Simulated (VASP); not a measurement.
Sr3CuH2, 6 atoms in the cell. It takes space group P6/mmm (No. 191, hexagonal). The conventional cell has a = 6.294 Å, b = 6.294 Å, c = 4.031 Å, α = 90.00°, β = 90.00°, γ = 120.00°. Sr (site symmetry mmm) has 4 H at 2.71 Å and 2 Cu at 3.15 Å and 4 Sr at 3.15 Å within 3.6 Å. Cu (site symmetry 6/mmm) has 6 Sr at 3.15 Å and 2 Cu at 4.03 Å and 12 H at 4.16 Å within 4.2 Å. Within 3.7 Å of H (site symmetry -6m2) lie 6 Sr at 2.71 Å and 3 H at 3.63 Å. The cell was generated, and may not be a known phase.

| Property | Result |
| --- | --- |
| Program | VASP 6.6.1 |
| Task | single point |
| Functional | PBE |
| Potentials or basis | VASP PAW PBE potentials, release 64 (Sr_sv, Cu, H) |
| Cutoff | 520 eV |
| k mesh | 3 × 3 × 4 |
| Occupations | gaussian, width 0.1 eV |
| Spin | no spin polarisation |
| Dipole correction | no |
| Further INCAR settings | ALGO = Normal; EDIFF = 1e-07; NBANDS = 30 |

Potentials or basis: VASP PAW PBE potentials, release 64 (Sr_sv, Cu, H).

The run is started by

```console
$ cat potpaw_PBE.64/Sr_sv/POTCAR potpaw_PBE.64/Cu/POTCAR potpaw_PBE.64/H/POTCAR > POTCAR
$ mpirun -np 1 vasp_std > vasp.out
```

Hardware: 1 thread of Oxide Virtual Turin-like Processor (shared host).

Problem. Estimate the wall time of this run.

Solution. Run time: 60 s on 1 thread of Oxide Virtual Turin-like Processor, on a shared host, peak memory 0.22 GiB. Counts: scf iterations 25, k points 9.
